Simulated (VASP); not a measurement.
Here is a VASP 6.6.1 calculation.

File INCAR:

```
PREC     = Accurate       # precision mode
ENCUT    = 910            # plane-wave cutoff, eV
EDIFF    = 1E-6           # SCF threshold, eV
ISMEAR   = 0              # smearing method
SIGMA    = 0.05           # smearing width, eV
LREAL    = False          # projectors in reciprocal space
LASPH    = True           # aspherical terms in the spheres
NELM     = 120            # most SCF steps
ALGO     = Normal         # electronic algorithm
ISIF     = 2              # what is computed and relaxed
LWAVE    = False          # write WAVECAR
LCHARG   = True           # write CHGCAR
GGA      = CA             # functional
LELF     = True           # ELF
LVHAR    = True         
NBANDS   = 28             # bands
GGA_COMPAT= False
```

KPOINTS

```
regular mesh
0
Gamma
  4 4 4
```

The input POSCAR:

```
KGeO3
1.0
    3.7684134206      0.0000000000      0.0000000000
    0.0000000000      3.7684134206      0.0000000000
    0.0000000000      0.0000000000      3.7684134206
K Ge O
1 1 3
Direct
    0.0000000000      0.0000000000      0.0000000000
    0.5000000000      0.5000000000      0.5000000000
    0.5000000000      0.5000000000      0.0000000000
    0.0000000000      0.5000000000      0.5000000000
    0.5000000000      0.0000000000      0.5000000000
```

Potentials or basis: VASP PAW LDA potentials, release 64 (K_sv, Ge_d, O_h).

Run with:

```sh
$ cat potpaw_LDA.64/K_sv/POTCAR potpaw_LDA.64/Ge_d/POTCAR potpaw_LDA.64/O_h/POTCAR > POTCAR
$ mpirun -np 1 vasp_std > vasp.out
```

(1) Predict the pressure.

Results:

(1) 0.9 GPa.

Caveat: the k points lie up to 0.42 Å⁻¹ apart; the cutoff is under 1.25 times the usual one of these potentials, so pressure, stress and relaxed cells hold a basis-set (Pulay) error; an odd number of electrons without spin polarisation forces a metal; a magnetic or distorted state may lie lower.
